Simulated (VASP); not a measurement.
# H3C2N in VASP: notebook, part 2 of 2

VASP 6.6.1. Earlier steps stand in the parts before.

## (3) Single point, PBE+D3(BJ)

INCAR

```
SYSTEM = H3C2N
  ALGO = Normal
  EDIFF = 1E-6
  ENCUT = 520
  GGA = PE
  ISIF = 2
  ISMEAR = -1
  IVDW = 12
  LASPH = .TRUE.
  LCHARG = .FALSE.
  LREAL = Auto
  LWAVE = .FALSE.
  NBANDS = 72
  NELM = 60
  PREC = Accurate
  SIGMA = 0.05
```

KPOINTS

```
k-points
0
G
  1 1 1
  0 0 0
```

POSCAR

```
H3C2N
1.0
    8.3116590000      0.0000000000      0.0000000000
    0.0000000000      8.3116590000      0.0000000000
    0.0000000000      0.0000000000      8.3116590000
C N H
12 6 18
Direct
    1.0320081707      0.1530500710      0.4349071587
    0.9545988352      0.1836817415      0.5833733073
    0.4550716048      0.7844883915      0.2472310281
    0.4258836894      0.6410152293      0.3499181090
    0.1356768847      0.7763793005      0.6757856645
    0.2256468895      0.7422585551      0.8175263206
    0.4296133901      0.3289355350      0.7524971850
    0.4032167345      0.1914659877      0.6538405871
    0.7698222461      0.4774618400      0.1198918291
    0.8450539176      0.5980996092      0.2149751331
    0.8021623601      0.9724412419      0.9761107861
    0.7597400230      0.8404098388      0.8719919814
    0.9277209279      0.2315061289      0.7097259404
    0.4160059983      0.5348992301      0.4423184349
    0.2637860865      0.7025793527      0.9464175564
    0.3946745168      0.0745458879      0.5722082679
    0.8879695377      0.7098823472      0.2830842796
    0.6977066793      0.7311055470      0.8070230023
    1.0550841896      0.2627874892      0.3637300327
    1.1528023467      0.1019170782      0.4714221312
    0.9729946813      0.0598195860      0.3613839307
    0.4471189205      0.8785129419      0.3448649662
    0.5795834502      0.7920921684      0.1962785047
    0.3666175429      0.7945585833      0.1489594316
    0.2077202638      0.8539209802      0.5966077290
    0.1225026195      0.6580515394      0.6202010934
    0.0234850828      0.8319157463      0.7054668629
    0.4227435221      0.2912535271      0.8790302875
    0.5357895457      0.3851337019      0.7267261566
    0.3224867623      0.3962506162      0.7187133158
    0.6862889827      0.5397719035      0.0392460759
    0.8606825665      0.4231525860      0.0369962242
    0.7128420451      0.3948549862      0.2100904284
    0.8649416440      1.0811800628      0.9284187429
    0.6817772481      1.0114226293      1.0190625000
    0.8870431282      0.9317754735      1.0797242765
```

Potentials or basis: VASP PAW PBE potentials, release 64 (C, N, H).

The run is started by

```console
$ cat potpaw_PBE.64/C/POTCAR potpaw_PBE.64/N/POTCAR potpaw_PBE.64/H/POTCAR > POTCAR
$ mpirun -np 1 vasp_gam > vasp.out
```

Run time: 84 s. Hardware: 1 thread of Intel Xeon Platinum 8259CL at 2.50GHz (Skylake/Cascade Lake), shared host; peak memory 0.54 GiB.

Results (log left out):

* Free energy: -221.4027 eV
* Pressure: 0.4 GPa
* Largest force: 3.774 eV/Å
* Band gap on the k mesh: 5.85 eV
* Dispersion energy per atom: -0.040 eV

Forces in eV/Å, atoms in the order of the input:
```
C    1.165 -1.200 -1.006
C    0.662  0.232 -1.450
C    0.205  0.018  1.587
C    0.767 -0.032 -0.523
C    1.383 -0.234 -0.940
C   -0.532 -0.103  1.314
C   -3.005 -1.518  0.857
C    0.946 -3.182 -1.797
C    0.314 -0.909 -0.124
C   -0.510 -0.657 -0.962
C    1.013  0.488  1.529
C   -0.476 -0.761 -0.523
N   -1.052  0.651  2.566
N   -0.247  0.438 -0.593
N    0.463 -0.049 -0.113
N   -0.159  1.877  1.228
N    1.109  1.952  1.465
N    0.723  0.667  0.259
H   -0.197 -0.101  0.204
H   -0.575  0.346 -0.487
H   -0.064  0.169  0.052
H   -0.087  0.086 -0.998
H   -0.626 -0.433  0.414
H    0.048  0.022  0.350
H   -0.161 -0.025 -0.127
H   -0.460  0.021 -0.525
H   -0.851  0.229  0.107
H   -0.031  0.201  0.063
H    2.370  1.567 -0.693
H    0.047  1.083  0.464
H   -0.459 -0.200  0.092
H   -0.436 -0.257  0.545
H    0.061  0.000 -1.023
H   -0.444 -0.682 -0.585
H    0.503  0.140  0.437
H   -1.407  0.154 -1.064
```

Stress tensor (GPa, compression positive):
```
-0.05 -0.04 -0.17
-0.04  0.36  1.12
-0.17  1.12  0.75
```

Levels at points of the mesh, in eV from the valence-band top:
```tsv
k point	band 44	band 45	band 46	band 47	band 48	band 49	band 50	band 51	band 52	band 53
(0.00, 0.00, 0.00)	-0.38	-0.26	-0.22	-0.11	0.00	5.85	6.53	6.64	6.77	6.80
```

Caveat: the k points lie up to 0.76 Å⁻¹ apart.

## (4) Single point, PBE+D3(BJ)

INCAR

```
  PREC = Accurate
  ENCUT = 520
  EDIFF = 1E-6
  ISMEAR = -1
  SIGMA = 0.05
  LREAL = Auto
  LASPH = True
  NELM = 100
  ALGO = Normal
  ISIF = 2
  LWAVE = False
  LCHARG = False
  GGA = PE
  IVDW = 12
  NBANDS = 72
```

KPOINTS

```
regular mesh
0
Gamma
  1 1 1
```

POSCAR

```
H3C2N
1.0
    8.3116590000      0.0000000000      0.0000000000
    0.0000000000      8.3116590000      0.0000000000
    0.0000000000      0.0000000000      8.3116590000
C N H
12 6 18
Direct
    1.0400089802      0.1582235267      0.4474918906
    0.9753648459      0.2103791794      0.5993989888
    0.4551317613      0.7732391331      0.2326731643
    0.4283140105      0.6422063273      0.3486307607
    0.1492241200      0.7748633576      0.6553685612
    0.2157331045      0.7426194939      0.8124370839
    0.4427154675      0.3194789392      0.7361225960
    0.4199763248      0.1782676599      0.6441794592
    0.7669948924      0.4767158999      0.1279527950
    0.8278852633      0.6100466826      0.2279328351
    0.8327098116      0.9588458814      0.9470191210
    0.7448813769      0.8255150987      0.8683224372
    0.9025634954      0.2330341031      0.7168965907
    0.4287230744      0.5408426886      0.4424387478
    0.2794869231      0.6917271269      0.9271915510
    0.3979470284      0.0546340989      0.5788495413
    0.8835179595      0.7184847213      0.2964871393
    0.6974901160      0.7072835880      0.8039309601
    1.0509333937      0.2534030811      0.3619494014
    1.1679377126      0.1191218263      0.4682579013
    0.9750039072      0.0620213125      0.4076081562
    0.4556370756      0.8813402956      0.3061001420
    0.5631968299      0.7634336298      0.1619291648
    0.3584001702      0.7889880949      0.1411150289
    0.2341770758      0.8239510307      0.5650857428
    0.1078845992      0.6616488958      0.6057876051
    0.0328454283      0.8417453122      0.6644882809
    0.3820897850      0.3110570345      0.8548955148
    0.5815325196      0.3442994954      0.7574420462
    0.3872873033      0.4201567942      0.6573416932
    0.6677848550      0.5188494860      0.0472228228
    0.8768646548      0.4369404471      0.0764227695
    0.7241153661      0.3852058897      0.2135915345
    0.8943100288      1.0485511978      0.8814967024
    0.7306363266      1.0298906632      0.9975264866
    0.9165438572      0.9184087076      1.0434138359
```

The run is started by

```console
$ cat potpaw_PBE.64/C/POTCAR potpaw_PBE.64/N/POTCAR potpaw_PBE.64/H/POTCAR > POTCAR
$ mpirun -np 1 vasp_gam > vasp.out
```

It took 86 s on 1 thread of Intel Xeon Platinum 8259CL at 2.50GHz (Skylake/Cascade Lake), shared host; peak memory 0.54 GiB.

Results (log left out):

```
Free energy                : -221.3136 eV
Pressure                   : -0.1 GPa
Largest force              : 3.612 eV/Å
Band gap on the k mesh     : 5.90 eV
Dispersion energy per atom : -0.041 eV
```

Forces on the atoms (eV/Å):
```
C    2.894  1.424  1.626
C   -0.679 -0.152 -0.112
C   -1.506  0.145  0.470
C    0.792  1.862 -2.433
C   -1.069  0.304 -0.299
C    0.752 -0.604 -0.086
C    1.176  2.075  0.119
C   -0.036 -2.219 -0.320
C   -0.764  1.072  1.707
C   -0.501 -0.151 -0.512
C   -1.969 -0.836  1.671
C    1.188 -1.333 -1.181
N    0.241  0.482  0.192
N   -0.418 -1.488  1.211
N   -0.541  0.371 -0.352
N    0.256  1.061  0.119
N    0.173  0.269  0.299
N    0.322  1.827  1.070
H   -0.270  0.808 -0.705
H   -0.641  0.003 -0.088
H   -1.643 -2.321 -1.202
H    0.328  0.534  0.160
H    0.672 -0.275  0.062
H    0.143 -0.494  0.589
H   -0.206  0.231  0.727
H   -0.033 -0.710 -0.138
H    0.749  0.161 -0.090
H    0.121  0.041 -0.395
H   -2.102 -0.215 -0.469
H    0.913 -0.754  1.189
H    0.833 -0.381  0.150
H    0.599 -0.788 -1.376
H   -0.178 -0.108 -0.240
H    0.559  0.423 -1.641
H    0.519 -0.047  0.494
H   -0.671 -0.217 -0.217
```

Stress tensor (GPa, compression positive):
```
-1.46  0.17 -0.86
 0.17  0.87 -0.06
-0.86 -0.06  0.26
```

Levels at points of the mesh, in eV from the valence-band top:
| k point | band 45 | band 46 | band 47 | band 48 | band 49 | band 50 | band 51 | band 52 |
| --- | --- | --- | --- | --- | --- | --- | --- | --- |
| (0.00, 0.00, 0.00) | -0.28 | -0.23 | -0.09 | 0.00 | 5.90 | 6.37 | 6.63 | 6.70 |

Caveat: the k points lie up to 0.76 Å⁻¹ apart.

## (5) Overview

| cell | gap on the mesh (eV) | pressure (GPa) | largest force (eV/Å) |
| --- | --- | --- | --- |
| as given, atomic positions A | 6.21 | -0.4 | 0.39 |
| as given, atomic positions B | 5.85 | 0.4 | 3.77 |
| as given, atomic positions C | 5.90 | -0.1 | 3.61 |

Alike in all rows: task single point; level PBE+D3(BJ); potentials or basis VASP PAW PBE potentials, release 64 (C, N, H); no spin polarisation; k mesh 1 × 1 × 1; cutoff (eV) 520; smearing fermi-dirac 0.05 eV.

Caveats: all runs use coarse meshes.

Total energies depend on the potentials used, so only differences within one code and one set of settings carry meaning.
